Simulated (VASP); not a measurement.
# P (P2/m) in VASP: a series of runs

Runs on P. Level: PBE. Tasks: single point.

Program: VASP 6.6.1. These are calculated values, not measurements. Logs are shortened: lines on timing, memory, paths and dates and some standing lists are left out, and cuts for length are marked.

### Step 1. The cell of the first run

The structure is monoclinic, space group P2/m (No. 10). Conventional cell: a = 2.425 Å, b = 2.439 Å, c = 4.852 Å, α = 90.00°, β = 90.24°, γ = 90.00°. P (site symmetry m) has 6 P at 2.42 to 2.44 Å within 3.2 Å.

This isn't the form of P at room conditions, which is orthorhombic.

### Step 2. Single point, PBE

INCAR

```
  PREC = Accurate
  ENCUT = 520
  EDIFF = 1E-6
  ISMEAR = 1
  SIGMA = 0.02
  LREAL = F
  LASPH = T
  NELM = 100
  ALGO = Fast
  ISIF = 2
  LWAVE = F
  LCHARG = T
  GGA = PE
  LELF = T
  LVHAR = T
  NBANDS = 12
```

KPOINTS

```
Automatic mesh
0
Gamma
  18 18 10
```

POSCAR

```
P
1.0
    2.4246941115      0.0000000000      0.0000000000
    0.0000000000      2.4385351442      0.0000000000
   -0.0203144631      0.0000000000      4.8524328982
P
2
Direct
    0.9999999700      0.0000000000      0.2505746400
    0.0000000300      0.0000000000      0.7494253600
```

Potentials or basis: VASP PAW PBE potentials, release 64 (P).

The run is started by

```
$ cat potpaw_PBE.64/P/POTCAR > POTCAR
$ mpirun -np 1 vasp_std > vasp.out
```

OUTCAR:

```text
PREC = Accurate
   ENCUT = 520
   EDIFF = 1E-6
   ISMEAR = 1
   LREAL = F
   LASPH = T
   NELM = 100
   ISIF = 2
   GGA = PE

 ion  position               nearest neighbor table
   1  1.000  0.000  0.251-   2 2.42   2 2.43
   2  0.000  0.000  0.749-   1 2.42   1 2.43

  LATTYP: Found a simple monoclinic cell.
 ALAT       =     2.4246941115
 B/A-ratio  =     1.0057083624
 C/A-ratio  =     2.0012732318
 COS(beta)  =    -0.0041864124

  Lattice vectors:

 A1 = (   2.4246941115,   0.0000000000,   0.0000000000)
 A2 = (   0.0000000000,   2.4385351442,   0.0000000000)
 A3 = (  -0.0203144631,   0.0000000000,   4.8524328982)

Analysis of symmetry for initial positions (statically):
=====================================================================
 Subroutine PRICEL returns:
 Original cell was already a primitive cell.

 Routine SETGRP: Setting up the symmetry group for a
 simple monoclinic supercell.

 Subroutine GETGRP returns: Found  4 space group operations
 (whereof  4 operations were pure point group operations)
 out of a pool of  4 trial point group operations.

The static configuration has the point symmetry C_2h.

Analysis of symmetry for dynamics (positions and initial velocities):
=====================================================================
 Subroutine PRICEL returns:
 Original cell was already a primitive cell.

 Routine SETGRP: Setting up the symmetry group for a
 simple monoclinic supercell.

 Subroutine GETGRP returns: Found  4 space group operations
 (whereof  4 operations were pure point group operations)
 out of a pool of  4 trial point group operations.

The dynamic configuration has the point symmetry C_2h.

 Subroutine INISYM returns: Found  4 space group operations
 (whereof  4 operations are pure point group operations),
 and found     1 'primitive' translations

----------------------------------------------------------------------------------------

                                     Primitive cell

  volume of cell :      28.6910

  direct lattice vectors                    reciprocal lattice vectors
     2.424694112  0.000000000  0.000000000     0.412423157  0.000000000  0.001726589
     0.000000000  2.438535144  0.000000000     0.000000000  0.410082259  0.000000000
    -0.020314463  0.000000000  4.852432898     0.000000000  0.000000000  0.206082190

  length of vectors
     2.424694112  2.438535144  4.852475421     0.412426771  0.410082259  0.206082190

  position of ions in fractional coordinates (direct lattice)
     0.999999970  0.000000000  0.250574640
     0.000000030  0.000000000  0.749425360

  ion indices of the primitive-cell ions
   primitive index   ion index
                 1           1
                 2           2

----------------------------------------------------------------------------------------

 KPOINTS: Automatic mesh

Automatic generation of k-mesh.
 Grid dimensions read from file:
 generate k-points for:   18   18   10

 Generating k-lattice:

  Cartesian coordinates                     Fractional coordinates (reciprocal lattice)
     0.022912398  0.000000000  0.000095922     0.055555556  0.000000000  0.000000000
     0.000000000  0.022782348  0.000000000     0.000000000  0.055555556  0.000000000
     0.000000000  0.000000000  0.020608219     0.000000000  0.000000000  0.100000000

  Length of vectors
     0.022912598  0.022782348  0.020608219

  Shift w.r.t. Gamma in fractional coordinates (k-lattice)
     0.000000000  0.000000000  0.000000000

 Subroutine IBZKPT returns following result:
 ===========================================

 Found    920 irreducible k-points:

 Following reciprocal coordinates:
            Coordinates               Weight
  0.000000  0.000000  0.000000      1.000000
  0.055556  0.000000  0.000000      2.000000
  0.111111  0.000000  0.000000      2.000000
  0.166667  0.000000  0.000000      2.000000
  0.222222  0.000000  0.000000      2.000000
  0.277778  0.000000  0.000000      2.000000
[... 16 lines left out ...]
  0.111111  0.111111  0.000000      4.000000
  0.166667  0.111111  0.000000      4.000000
 [... further k-points ...]
   k-points           NKPTS =    920   k-points in BZ     NKDIM =    920   number of bands    NBANDS=     12
   number of dos      NEDOS =    301   number of ions     NIONS =      2
   total plane-waves  NPLWV =  11664
   dimension x,y,z NGX =    18 NGY =   18 NGZ =   36
   dimension x,y,z NGXF=    36 NGYF=   36 NGZF=   72
   ions per type =               2
   NGX,Y,Z   is equivalent  to a cutoff of  12.34, 12.27, 12.33 a.u.
   NGXF,Y,Z  is equivalent  to a cutoff of  24.68, 24.54, 24.67 a.u.
 SYSTEM =  unknown system
   PREC   = accura    normal or accurate (medium, high low for compatibility)
   ISTART =      0    job   : 0-new  1-cont  2-samecut
   ICHARG =      2    charge: 1-file 2-atom 10-const
   ISPIN  =      1    spin polarized calculation?
   LNONCOLLINEAR =      F non collinear calculations
   LSORBIT =      F    spin-orbit coupling
   LASPH  =      T    aspherical Exc in radial PAW
   ENCUT  =  520.0 eV  38.22 Ry    6.18 a.u.   4.51  4.53  9.02*2*pi/ulx,y,z
   NELM   =    100;   NELMIN=  2; NELMDL= -5     # of ELM steps
   EDIFF  = 0.1E-05   stopping-criterion for ELM
   LREAL  =      F    real-space projection
   EDIFFG = 0.1E-04   stopping-criterion for IOM
   NSW    =      0    number of steps for IOM
   IBRION =     -1    ionic relax: 0-MD 1-quasi-New 2-CG
   NFREE  =      0    steps in history (QN), initial steepest desc. (CG)
   ISIF   =      2    stress and relaxation
   ISYM   =      2    0-nonsym 1-usesym 2-fastsym
   POTIM  = 0.5000    time-step for ionic-motion
   TEBEG  =    0.0;   TEEND  =   0.0 temperature during run
   PSTRESS=    0.0 pullay stress
   NELECT =      10.0000    total number of electrons
   NUPDOWN=      -1.0000    fix difference up-down
   EMIN   =  10.00;   EMAX   =-10.00  energy-range for DOS
   EFERMI =   0.00;   METHOD = LEGACY
   ISMEAR =     1;   SIGMA  =   0.02  broadening in eV -4-tet -1-fermi 0-gaus
   EFERMI_NEDOS =   21; number of points for ismear=-14 and -15
   IALGO  =     68    algorithm
   IMIX   =      4    mixing-type and parameters
     AMIX     =   0.40;   BMIX     =  1.00
     AMIX_MAG =   1.60;   BMIX_MAG =  1.00
  volume/ion in A,a.u.               =      14.35        96.81
  Fermi-wavevector in a.u.,A,eV,Ry     =   1.152107  2.177167 18.059715  1.327352
  Thomas-Fermi vector in A             =   2.288761
   LORBIT       =      0    0 simple, 1 ext, 2 COOP (PROOUT), +10 PAW based schemes
   GGA     = PE    functional components
   LHFCALC =     F    Hartree Fock is set to
   AEXX    =    0.0000 exact exchange contribution
   IVDW    =     0    specifies the selected vdW correction
   LEPSILON=     F    determine dielectric tensor
   LRPA    =     F    only Hartree local field effects (RPA)
 non-spin polarized calculation
 RMM-DIIS sequential band-by-band and
 Methfessel and Paxton  Order N= 1 SIGMA  =   0.02
  energy-cutoff  :      520.00
  volume of cell :       28.69
 maximum number of plane-waves:       794
   NGX =  9   NGY =  9   NGZ = 19

 number of electron      10.0000000 magnetization

 number of electron       9.9999996 magnetization

 Free energy of the ion-electron system (eV)
  ---------------------------------------------------
  ext. energy  EPLUGINS =         0.00000000
  ---------------------------------------------------
  free energy    TOTEN  =       -10.53396930 eV

  energy without entropy =      -10.53397080  energy(sigma->0) =      -10.53396980

 E-fermi :   9.8316     XC(G=0): -11.3439

 val. band max:        9.8283718920   @ k =   0.1667   0.2222   0.4000
 cond. band min:       9.8323074744   @ k =   0.3889   0.1111   0.5000
 fundamental gap:      0.0039355824
 Fermi energy:         9.8315512797

 k-point     1 :       0.0000    0.0000    0.0000
  band No.  band energies     occupation
      1      -6.7956      2.00000
      2      -2.3653      2.00000
      3       1.0569      2.00000
      4      14.8073      0.00000
      5      15.0132      0.00000
      6      15.0563      0.00000
      7      16.6082      0.00000
      8      16.6732      0.00000
      9      17.7159      0.00000
     10      17.9519      0.00000
     11      19.2451      0.00000
     12      24.3183      0.00000

 k-point     2 :       0.0556    0.0000    0.0000
  band No.  band energies     occupation
      1      -6.7239      2.00000
      2      -2.2932      2.00000
      3       1.1219      2.00000
      4      13.6169      0.00000
      5      14.8642      0.00000
      6      15.0768      0.00000
      7      16.6763      0.00000
      8      16.6914      0.00000
      9      17.7692      0.00000
     10      18.0019      0.00000
     11      20.3504      0.00000
     12      23.0447      0.00000

 k-point     3 :       0.1111    0.0000    0.0000
  band No.  band energies     occupation
      1      -6.5093      2.00000
      2      -2.0774      2.00000
      3       1.3158      2.00000
      4      11.6078      0.00000
      5      14.8947      0.00000
      6      15.0333      0.00000
      7      15.2456      0.00000
      8      16.8465      0.00000
      9      17.9277      0.00000
     10      19.6806      0.00000
     11      20.9466      0.00000
     12      21.6873      0.00000
[... 286 lines left out ...]
 k-point    23 :       0.1111    0.1111    0.0000
  band No.  band energies     occupation
      1      -6.2275      2.00000
      2      -1.7942      2.00000
      3       1.5697      2.00000
      4      11.2830      0.00000
      5      12.3799      0.00000
      6      14.2245      0.00000
      7      15.4658      0.00000
      8      16.4446      0.00000
      9      18.6023      0.00000
     10      20.7722      0.00000
     11      21.2765      0.00000
     12      21.5202      0.00000

 k-point    24 :       0.1667    0.1111    0.0000
  band No.  band energies     occupation
      1      -5.8723      2.00000
      2      -1.4367      2.00000
      3       1.8876      2.00000
      4       9.7565      2.00000
      5      12.2213      0.00000
      6      12.9875      0.00000
      7      15.7412      0.00000
      8      16.1886      0.00000
      9      19.0507      0.00000
     10      19.0685      0.00000
     11      21.4346      0.00000
     12      22.6591      0.00000

 [... further k-points ...]

------------------------ aborting loop because EDIFF is reached ----------------------------------------

  FORCE on cell =-STRESS in cart. coord.  units (eV):
  Direction    XX          YY          ZZ          XY          YZ          ZX
  --------------------------------------------------------------------------------------
  -------------------------------------------------------------------------------------
  Total        0.8113965      0.4973882     -0.0766344      0.0000000      0.0000000      0.0480891
  in kB       45.3104310     27.7754126     -4.2794583      0.0000000      0.0000000      2.6854157
  external PRESSURE =      22.9354617 kB  Pullay stress =       0.0000000 kB

 VOLUME and BASIS-vectors are now :
 -----------------------------------------------------------------------------
  energy-cutoff  :      520.00
  volume of cell :       28.69
      direct lattice vectors                 reciprocal lattice vectors
     2.424694112  0.000000000  0.000000000     0.412423157  0.000000000  0.001726589
     0.000000000  2.438535144  0.000000000     0.000000000  0.410082259  0.000000000
    -0.020314463  0.000000000  4.852432898     0.000000000  0.000000000  0.206082190

 POSITION                                       TOTAL-FORCE (eV/Angst)
 -----------------------------------------------------------------------------------
      2.41960      0.00000      1.21590        -0.000686      0.000000      0.009377
     -0.01522      0.00000      3.63654         0.000686      0.000000     -0.009377
 -----------------------------------------------------------------------------------
    total drift:                               -0.000000     -0.000000     -0.000000

  FREE ENERGIE OF THE ION-ELECTRON SYSTEM (eV)
  ---------------------------------------------------
  free  energy   TOTEN  =       -10.5339693016 eV

  energy  without entropy=      -10.5339707999  energy(sigma->0) =      -10.53396980
```

Run time: 1.7 min. Hardware: 1 thread of Oxide Virtual Turin-like, shared host; peak memory 0.29 GiB.

Results:

* Free energy: -10.5340 eV
* Pressure: 2.3 GPa
* Largest force: 0.009 eV/Å
* Band gap on the k mesh: zero (bands 5 and 6 overlap by 10.12 eV)

Forces on the atoms (eV/Å):
```
P   -0.001  0.000  0.009
P    0.001  0.000 -0.009
```

### Step 3. Single point, PBE

INCAR

```
SYSTEM = P
PREC = Accurate
ENCUT = 520
EDIFF = 1E-6
ISMEAR = 1
SIGMA = 0.2
LREAL = .FALSE.
LASPH = .TRUE.
NELM = 100
ALGO = Fast
ISIF = 2
LWAVE = .FALSE.
LCHARG = .TRUE.
GGA = PE
LELF = .TRUE.
LVHAR = .TRUE.
NBANDS = 12
```

KPOINTS

```
regular mesh
0
G
  18 18 10
  0 0 0
```

POSCAR is that of step 2.

Potentials or basis: VASP PAW PBE potentials, release 64 (P).

The run is started by

```
$ cat potpaw_PBE.64/P/POTCAR > POTCAR
$ mpirun -np 1 vasp_std > vasp.out
```

Run time: 82 s. Hardware: 1 thread of Oxide Virtual Turin-like, shared host; peak memory 0.29 GiB.

It converged, with:

```yaml
Free_energy: -10.5342 eV
Pressure: 2.3 GPa
Largest_force: 0.004 eV/Å
Band_gap_on_the_k_mesh: zero (bands 5 and 6 overlap by 10.12 eV)
```

Forces on the atoms (eV/Å):
```
P    0.000  0.000 -0.004
P    0.000  0.000  0.004
```

Stress tensor (GPa, compression positive):
```
3.69 0.00 0.25
0.00 3.01 0.00
0.25 0.00 0.07
```

Levels at points of the mesh, in eV from the Fermi level:
```
           k point  band 2  band 3  band 4  band 5  band 6  band 7  band 8  band 9
(0.00, 0.00, 0.00)  -12.19   -8.77    4.98    5.18    5.23    6.78    6.84    7.89
(0.50, 0.00, 0.00)   -8.77   -7.36   -5.34   -5.26    0.94    7.89    8.10    9.41
(0.00, 0.50, 0.00)   -8.76   -7.49   -5.38   -5.27    0.93    8.01    8.06    9.38
(0.50, 0.50, 0.00)   -5.37   -5.27   -2.25   -2.17   -2.09   -1.46    0.93    4.61
(0.00, 0.00, 0.50)  -15.18   -3.10   -3.05    6.06    6.09    6.30    6.33    7.86
(0.50, 0.00, 0.50)  -10.72   -7.52   -7.48    0.54    0.60    6.05    6.08    8.90
(0.00, 0.50, 0.50)  -10.83   -7.50   -7.47    0.45    0.50    6.06    6.09    9.06
(0.50, 0.50, 0.50)   -6.01   -4.20   -4.17   -4.09   -4.06    2.28    2.31    4.64
```
